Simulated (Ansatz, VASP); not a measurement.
# ZnCu: VASP beside Ansatz

INCAR

```
PREC     = Accurate       # precision mode
ENCUT    = 520            # plane-wave cutoff, eV
EDIFF    = 1E-7           # SCF threshold, eV
ISMEAR   = 0              # smearing method
SIGMA    = 0.1            # smearing width, eV
LREAL    = False          # projectors in reciprocal space
LASPH    = True           # aspherical terms in the spheres
NELM     = 100            # most SCF steps
ALGO     = Normal         # electronic algorithm
ISIF     = 2              # what is computed and relaxed
LWAVE    = False          # write WAVECAR
LCHARG   = True           # write CHGCAR
GGA      = PS             # functional
LELF     = True           # ELF
LVHAR    = True         
NBANDS   = 18             # bands
```

The input KPOINTS:

```
regular mesh
0
Gamma
  14 14 14
```

File POSCAR:

```
ZnCu
1.0
    2.9366724581      0.0000000000      0.0000000000
    0.0000000000      2.9366724581      0.0000000000
    0.0000000000      0.0000000000      2.9366724581
Zn Cu
1 1
Direct
    0.5000000000      0.5000000000      0.5000000000
    0.0000000000      0.0000000000      0.0000000000
```

Input for Ansatz:

```yaml
crystal:
  lattice:
    - [2.9366724581, 0.0, 0.0]
    - [0.0, 2.9366724581, 0.0]
    - [0.0, 0.0, 2.9366724581]
  atoms:
    - { symbol: Zn, position: [0.5, 0.5, 0.5] }
    - { symbol: Cu, position: [0.0, 0.0, 0.0] }
basis:
  ecutwfc: 420
kpoints:
  mp_grid: { grid: [14, 14, 14] }
hamiltonian:
  xc: pbesol
scf:
  occupations: { method: gaussian, width: 0.1 }
output:
  forces: true
  stress: true
  eigenvalues: true
```

Alike in both runs: task single point; functional PBEsol; k mesh 14 × 14 × 14; occupations gaussian, width 0.1 eV; no spin polarisation.

```csv
,VASP,Ansatz
version,VASP 6.6.1,Ansatz 0.2.0
potentials or method,"VASP PAW PBE potentials, release 64 (Zn, Cu), cutoff 520 eV","scalar-relativistic, plane waves, PAW"
valence electrons in the cell,23,31
```

```csv
,VASP,Ansatz,Ansatz less VASP
gap on the k mesh at the Fermi level (eV),none,none,-
pressure (GPa),-3.1,-3.8,-0.65
```

VASP's potentials were made for PBE, not for PBEsol. A gap of «none» marks a metal or a gap that the smearing closes. VASP's potentials hold 23 valence electrons a cell and Ansatz's 31, so a difference there can come from the potentials and not from the codes.
